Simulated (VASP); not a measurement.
A run of VASP 6.6.1 is set up as follows.

The input INCAR:

```
SYSTEM = ZnS
ALGO = Normal ; EDIFF = 1E-6
ENCUT = 500 ; GGA = CA
GGA_COMPAT = .FALSE. ; ISIF = 2
ISMEAR = 0 ; LASPH = .TRUE.
LCHARG = .FALSE. ; LREAL = .FALSE.
LWAVE = .FALSE. ; NBANDS = 16
NELM = 120 ; PREC = Accurate
SIGMA = 0.01
```

KPOINTS

```
k-points
0
G
  6 6 6
  0 0 0
```

The input POSCAR:

```
ZnS
1.0
    0.0000000000      2.6279350084      2.6279350084
    2.6279350084      0.0000000000      2.6279350084
    2.6279350084      2.6279350084      0.0000000000
Zn S
1 1
Direct
    0.2500000000      0.2500000000      0.2500000000
    0.0000000000      0.0000000000      0.0000000000
```

Potentials or basis: VASP PAW LDA potentials, release 64 (Zn, S).

Launch:

```bash
$ cat potpaw_LDA.64/Zn/POTCAR potpaw_LDA.64/S/POTCAR > POTCAR
$ mpirun -np 1 vasp_std > vasp.out
```

Question: What does it give for the pressure?

Answer: 2.4 GPa.

Question: Estimate the band gap on the k mesh.

Answer: 2.27 eV, direct.

**The experiment to reproduce.**

From “Electronic, vibrational, and thermodynamic properties of ZnS (zincblende and rocksalt structure)”, 2009, arxiv:0911.5022, for a bulk crystal of ZnS at 19 K: band gap 3.85 eV (direct).

A measured gap of ZnS is 3.85 eV (direct; 19 K; quoted in “Electronic, vibrational, and thermodynamic properties of ZnS (zincblende and rocksalt structure)”, 2009, arxiv:0911.5022); the calculated 2.27 eV misses it by -1.58 eV. The value is that of LDA, without temperature or zero-point motion. Semilocal functionals fall short of measured gaps as a rule.
